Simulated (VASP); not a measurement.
# La in VASP: single point with PBE

Aim: the single point of La with PBE.

All numbers are computed with VASP 6.6.1; they aren't measurements. Logs are shortened: lines on timing, memory, paths and dates and some standing lists are left out, and cuts for length are marked.

## (1) The cell of the first run

The cell holds a slab with vacuum, 3 atoms: a = 3.750 Å, b = 3.750 Å, c = 19.124 Å, α = 90.00°, β = 90.00°, γ = 120.00°.

## (2) Single point, PBE

Contents of INCAR:

```
ALGO = Normal ; EDIFF = 1E-6
ENCUT = 400 ; GGA = PE
GGA_COMPAT = F ; ISIF = 2
ISMEAR = -1 ; LASPH = T
LCHARG = F ; LMAXMIX = 6
LREAL = F ; LWAVE = F
NBANDS = 24 ; NELM = 200
NELMDL = -8 ; PREC = Accurate
SIGMA = 0.03
```

Contents of KPOINTS:

```
k-points
0
Gamma
  5 5 1
```

Contents of POSCAR:

```
La
1.0
    3.7500000000      0.0000000000      0.0000000000
   -1.8750000000      3.2475950000      0.0000000000
    0.0000000000      0.0000000000     19.1237240000
La
3
Direct
    0.9964630000      0.9965560000      0.3405920000
    0.3264520000      0.6662370000      0.4976410000
    0.6699700000      0.3339420000      0.6615270000
```

Potentials or basis: VASP PAW PBE potentials, release 64 (La).

Command:

```bash
> cat potpaw_PBE.64/La/POTCAR > POTCAR
> mpirun -np 1 vasp_std > vasp.out
```

OUTCAR:

```text
EDIFF = 1E-6
   ENCUT = 400
   GGA = PE
   ISIF = 2
   ISMEAR = -1
   LASPH = T
   LREAL = F
   NELM = 200
   NELMDL = -8
   PREC = Accurate

 ion  position               nearest neighbor table
   1  0.996  0.997  0.341-
   2  0.326  0.666  0.498-
   3  0.670  0.334  0.662-

  LATTYP: Found a hexagonal cell.
 ALAT       =     3.7500000000
 C/A-ratio  =     5.0996597333

  Lattice vectors:

 A1 = (   3.7500000000,   0.0000000000,   0.0000000000)
 A2 = (  -1.8750000000,   3.2475950000,   0.0000000000)
 A3 = (   0.0000000000,   0.0000000000,  19.1237240000)

Analysis of symmetry for initial positions (statically):
=====================================================================
 Subroutine PRICEL returns:
 Original cell was already a primitive cell.

 Routine SETGRP: Setting up the symmetry group for a
 hexagonal supercell.

 Subroutine GETGRP returns: Found  1 space group operations
 (whereof  1 operations were pure point group operations)
 out of a pool of 24 trial point group operations.

The static configuration has the point symmetry C_1 .

Analysis of symmetry for dynamics (positions and initial velocities):
=====================================================================
 Subroutine PRICEL returns:
 Original cell was already a primitive cell.

 Routine SETGRP: Setting up the symmetry group for a
 hexagonal supercell.

 Subroutine GETGRP returns: Found  1 space group operations
 (whereof  1 operations were pure point group operations)
 out of a pool of 24 trial point group operations.

The dynamic configuration has the point symmetry C_1 .

 Subroutine INISYM returns: Found  1 space group operations
 (whereof  1 operations are pure point group operations),
 and found     1 'primitive' translations

----------------------------------------------------------------------------------------

                                     Primitive cell

  volume of cell :     232.8979

  direct lattice vectors                    reciprocal lattice vectors
     3.750000000  0.000000000  0.000000000     0.266666667  0.153960084  0.000000000
    -1.875000000  3.247595000  0.000000000     0.000000000  0.307920169  0.000000000
     0.000000000  0.000000000 19.123724000     0.000000000  0.000000000  0.052291071

  length of vectors
     3.750000000  3.749999771 19.123724000     0.307920150  0.307920169  0.052291071

  position of ions in fractional coordinates (direct lattice)
     0.996463000  0.996556000  0.340592000
     0.326452000  0.666237000  0.497641000
     0.669970000  0.333942000  0.661527000

  ion indices of the primitive-cell ions
   primitive index   ion index
                 1           1
                 2           2
                 3           3

----------------------------------------------------------------------------------------

 KPOINTS: k-points

Automatic generation of k-mesh.
 Grid dimensions read from file:
 generate k-points for:    5    5    1

 Generating k-lattice:

  Cartesian coordinates                     Fractional coordinates (reciprocal lattice)
     0.053333333  0.030792017  0.000000000     0.200000000  0.000000000  0.000000000
     0.000000000  0.061584034  0.000000000     0.000000000  0.200000000  0.000000000
     0.000000000  0.000000000  0.052291071     0.000000000  0.000000000  1.000000000

  Length of vectors
     0.061584030  0.061584034  0.052291071

  Shift w.r.t. Gamma in fractional coordinates (k-lattice)
     0.000000000  0.000000000  0.000000000

 Subroutine IBZKPT returns following result:
 ===========================================

 Found     13 irreducible k-points:

 Following reciprocal coordinates:
            Coordinates               Weight
  0.000000  0.000000  0.000000      1.000000
  0.200000  0.000000  0.000000      2.000000
  0.000000  0.200000  0.000000      2.000000
 -0.200000  0.200000  0.000000      2.000000
  0.400000  0.000000  0.000000      2.000000
  0.000000  0.400000  0.000000      2.000000
 -0.400000  0.400000  0.000000      2.000000
  0.200000  0.200000  0.000000      2.000000
 -0.200000  0.400000  0.000000      2.000000
 -0.400000  0.200000  0.000000      2.000000
  0.400000  0.200000  0.000000      2.000000
 -0.200000 -0.400000  0.000000      2.000000
  0.400000  0.400000  0.000000      2.000000
   k-points           NKPTS =     13   k-points in BZ     NKDIM =     13   number of bands    NBANDS=     24
   number of dos      NEDOS =    301   number of ions     NIONS =      3
   total plane-waves  NPLWV =  72576
   dimension x,y,z NGX =    24 NGY =   24 NGZ =  126
   dimension x,y,z NGXF=    48 NGYF=   48 NGZF=  252
   ions per type =               3
   NGX,Y,Z   is equivalent  to a cutoff of  10.64, 10.64, 10.95 a.u.
   NGXF,Y,Z  is equivalent  to a cutoff of  21.28, 21.28, 21.91 a.u.
 SYSTEM =  unknown system
   PREC   = accura    normal or accurate (medium, high low for compatibility)
   ISTART =      0    job   : 0-new  1-cont  2-samecut
   ICHARG =      2    charge: 1-file 2-atom 10-const
   ISPIN  =      1    spin polarized calculation?
   LNONCOLLINEAR =      F non collinear calculations
   LSORBIT =      F    spin-orbit coupling
   LASPH  =      T    aspherical Exc in radial PAW
   ENCUT  =  400.0 eV  29.40 Ry    5.42 a.u.   6.12  6.12 31.19*2*pi/ulx,y,z
   NELM   =    200;   NELMIN=  2; NELMDL= -8     # of ELM steps
   EDIFF  = 0.1E-05   stopping-criterion for ELM
   LREAL  =      F    real-space projection
   EDIFFG = 0.1E-04   stopping-criterion for IOM
   NSW    =      0    number of steps for IOM
   IBRION =     -1    ionic relax: 0-MD 1-quasi-New 2-CG
   NFREE  =      0    steps in history (QN), initial steepest desc. (CG)
   ISIF   =      2    stress and relaxation
   ISYM   =      2    0-nonsym 1-usesym 2-fastsym
   POTIM  = 0.5000    time-step for ionic-motion
   TEBEG  =    0.0;   TEEND  =   0.0 temperature during run
   PSTRESS=    0.0 pullay stress
   NELECT =      33.0000    total number of electrons
   NUPDOWN=      -1.0000    fix difference up-down
   EMIN   =  10.00;   EMAX   =-10.00  energy-range for DOS
   EFERMI =   0.00;   METHOD = LEGACY
   ISMEAR =    -1;   SIGMA  =   0.03  broadening in eV -4-tet -1-fermi 0-gaus
   EFERMI_NEDOS =   21; number of points for ismear=-14 and -15
   IALGO  =     38    algorithm
   IMIX   =      4    mixing-type and parameters
     AMIX     =   0.40;   BMIX     =  1.00
     AMIX_MAG =   1.60;   BMIX_MAG =  1.00
  volume/ion in A,a.u.               =      77.63       523.89
  Fermi-wavevector in a.u.,A,eV,Ry     =   0.853475  1.612834  9.910756  0.728420
  Thomas-Fermi vector in A             =   1.969924
   LORBIT       =      0    0 simple, 1 ext, 2 COOP (PROOUT), +10 PAW based schemes
   GGA     = PE    functional components
   LHFCALC =     F    Hartree Fock is set to
   AEXX    =    0.0000 exact exchange contribution
   IVDW    =     0    specifies the selected vdW correction
   LEPSILON=     F    determine dielectric tensor
   LRPA    =     F    only Hartree local field effects (RPA)
 non-spin polarized calculation
  energy-cutoff  :      400.00
  volume of cell :      232.90
 maximum number of plane-waves:      4262
   NGX = 13   NGY = 13   NGZ = 63

 number of electron      33.0000001 magnetization

 Free energy of the ion-electron system (eV)
  ---------------------------------------------------
  ext. energy  EPLUGINS =         0.00000000
  ---------------------------------------------------
  free energy    TOTEN  =       -13.40833777 eV

  energy without entropy =      -13.37975938  energy(sigma->0) =      -13.39404858

 E-fermi :   2.2030     XC(G=0):  -5.5106

 val. band max:        2.1764379976   @ k =   0.2000   0.0000   0.0000
 cond. band min:       2.4035912667   @ k =  -0.2000   0.2000   0.0000
 fundamental gap:      0.2271532692
 Fermi energy:         2.2030357667

 k-point     1 :       0.0000    0.0000    0.0000
  band No.  band energies     occupation
      1     -30.8477      2.00000
      2     -30.7833      2.00000
      3     -30.3481      2.00000
      4     -14.8957      2.00000
      5     -14.6249      2.00000
      6     -13.9847      2.00000
[... 16 lines left out ...]
     23       3.6654      0.00000
     24       3.8099      0.00000

 k-point     2 :       0.2000    0.0000    0.0000
  band No.  band energies     occupation
      1     -30.8040      2.00000
      2     -30.7386      2.00000
      3     -30.3073      2.00000
      4     -14.7901      2.00000
      5     -14.6027      2.00000
      6     -14.3718      2.00000
[... 16 lines left out ...]
     23       3.7125      0.00000
     24       3.7873      0.00000

 k-point     3 :       0.0000    0.2000    0.0000
  band No.  band energies     occupation
      1     -30.8040      2.00000
      2     -30.7386      2.00000
      3     -30.3073      2.00000
      4     -14.7909      2.00000
      5     -14.6016      2.00000
      6     -14.3711      2.00000
[... 16 lines left out ...]
     23       3.7171      0.00000
     24       3.7897      0.00000

 k-point     4 :      -0.2000    0.2000    0.0000
  band No.  band energies     occupation
      1     -30.8040      2.00000
      2     -30.7385      2.00000
      3     -30.3073      2.00000
      4     -14.7908      2.00000
      5     -14.6017      2.00000
      6     -14.3706      2.00000
[... 16 lines left out ...]
     23       3.7129      0.00000
     24       3.7897      0.00000

 k-point     5 :       0.4000    0.0000    0.0000
  band No.  band energies     occupation
      1     -30.7319      2.00000
      2     -30.6644      2.00000
      3     -30.2401      2.00000
      4     -14.9625      2.00000
      5     -14.8873      2.00000
      6     -14.7392      2.00000
[... 16 lines left out ...]
     23       3.7956      0.00000
     24       3.8079      0.00000

 k-point     6 :       0.0000    0.4000    0.0000
  band No.  band energies     occupation
      1     -30.7320      2.00000
      2     -30.6644      2.00000
      3     -30.2401      2.00000
      4     -14.9610      2.00000
      5     -14.8872      2.00000
      6     -14.7388      2.00000
[... 16 lines left out ...]
     23       3.7918      0.00000
     24       3.8024      0.00000

 k-point     7 :      -0.4000    0.4000    0.0000
  band No.  band energies     occupation
      1     -30.7321      2.00000
      2     -30.6643      2.00000
      3     -30.2401      2.00000
      4     -14.9610      2.00000
      5     -14.8880      2.00000
      6     -14.7390      2.00000
[... 16 lines left out ...]
     23       3.7948      0.00000
     24       3.8009      0.00000

 k-point     8 :       0.2000    0.2000    0.0000
  band No.  band energies     occupation
      1     -30.7459      2.00000
      2     -30.6788      2.00000
      3     -30.2530      2.00000
      4     -14.7820      2.00000
      5     -14.6966      2.00000
      6     -14.6325      2.00000
[... 16 lines left out ...]
     23       3.6688      0.00000
     24       3.7444      0.00000

 k-point     9 :      -0.2000    0.4000    0.0000
  band No.  band energies     occupation
      1     -30.7460      2.00000
      2     -30.6787      2.00000
      3     -30.2531      2.00000
      4     -14.7803      2.00000
      5     -14.6982      2.00000
      6     -14.6305      2.00000
[... 16 lines left out ...]
     23       3.6676      0.00000
     24       3.7466      0.00000

 k-point    10 :      -0.4000    0.2000    0.0000
  band No.  band energies     occupation
      1     -30.7459      2.00000
      2     -30.6787      2.00000
      3     -30.2531      2.00000
      4     -14.7819      2.00000
      5     -14.6978      2.00000
      6     -14.6332      2.00000
[... 16 lines left out ...]
     23       3.6668      0.00000
     24       3.7465      0.00000

 k-point    11 :       0.4000    0.2000    0.0000
  band No.  band energies     occupation
      1     -30.7095      2.00000
      2     -30.6412      2.00000
      3     -30.2191      2.00000
      4     -14.9311      2.00000
      5     -14.8632      2.00000
      6     -14.6982      2.00000
[... 16 lines left out ...]
     23       3.7399      0.00000
     24       3.8069      0.00000

 k-point    12 :      -0.2000   -0.4000    0.0000
  band No.  band energies     occupation
      1     -30.7095      2.00000
      2     -30.6412      2.00000
      3     -30.2191      2.00000
      4     -14.9296      2.00000
      5     -14.8631      2.00000
      6     -14.6974      2.00000
[... 16 lines left out ...]
     23       3.7395      0.00000
     24       3.8005      0.00000

 k-point    13 :       0.4000    0.4000    0.0000
  band No.  band energies     occupation
      1     -30.7096      2.00000
      2     -30.6411      2.00000
      3     -30.2191      2.00000
      4     -14.9295      2.00000
      5     -14.8640      2.00000
      6     -14.6977      2.00000
[... 16 lines left out ...]
     23       3.7353      0.00000
     24       3.8080      0.00000

------------------------ aborting loop because EDIFF is reached ----------------------------------------

  FORCE on cell =-STRESS in cart. coord.  units (eV):
  Direction    XX          YY          ZZ          XY          YZ          ZX
  --------------------------------------------------------------------------------------
  -------------------------------------------------------------------------------------
  Total       -0.4224547     -0.4398477     -1.3026672      0.0102989     -0.0206821     -0.0210909
  in kB       -2.9061973     -3.0258496     -8.9614539      0.0708491     -0.1422786     -0.1450907
  external PRESSURE =      -4.9645003 kB  Pullay stress =       0.0000000 kB

 VOLUME and BASIS-vectors are now :
 -----------------------------------------------------------------------------
  energy-cutoff  :      400.00
  volume of cell :      232.90
      direct lattice vectors                 reciprocal lattice vectors
     3.750000000  0.000000000  0.000000000     0.266666667  0.153960084  0.000000000
    -1.875000000  3.247595000  0.000000000     0.000000000  0.307920169  0.000000000
     0.000000000  0.000000000 19.123724000     0.000000000  0.000000000  0.052291071

 POSITION                                       TOTAL-FORCE (eV/Angst)
 -----------------------------------------------------------------------------------
      1.86819      3.23641      6.51339        -0.008681      0.004857      0.161061
     -0.02500      2.16367      9.51675         0.023134     -0.003371      0.088891
      1.88625      1.08451     12.65086        -0.014453     -0.001486     -0.249952
 -----------------------------------------------------------------------------------
    total drift:                               -0.000498     -0.000382     -0.000929

  FREE ENERGIE OF THE ION-ELECTRON SYSTEM (eV)
  ---------------------------------------------------
  free  energy   TOTEN  =       -13.4083377744 eV

  energy  without entropy=      -13.3797593800  energy(sigma->0) =      -13.39404858
```

It took 3.8 min on 1 thread of Intel Xeon 8259CL, shared host; peak memory 0.27 GiB.

What came out:

| Quantity | Value |
| --- | --- |
| Free energy | -13.4083 eV |
| Largest force | 0.250 eV/Å |
| Band gap on the k mesh | zero (an odd number of electrons rules out a gap without spin polarisation) |

Forces in eV/Å, atoms in the order of the input:
```
La  -0.009  0.005  0.161
La   0.023 -0.003  0.089
La  -0.014 -0.001 -0.250
```

Levels at points of the mesh, in eV from the Fermi level:
| k point | band 15 | band 16 | band 17 | band 18 | band 19 | band 20 |
| --- | --- | --- | --- | --- | --- | --- |
| (0.00, 0.00, 0.00) | -1.59 | 0.25 | 0.46 | 0.91 | 1.24 | 1.36 |

Caveat: the k points lie up to 0.39 Å⁻¹ apart, too coarse for converged energies and pressures of a metal; there is no dipole correction, which matters where the two faces differ; spin-orbit coupling is left out, which moves the levels of the heavy elements.

The gap in the log of VASP goes by the Fermi energy; the results here count the filled bands.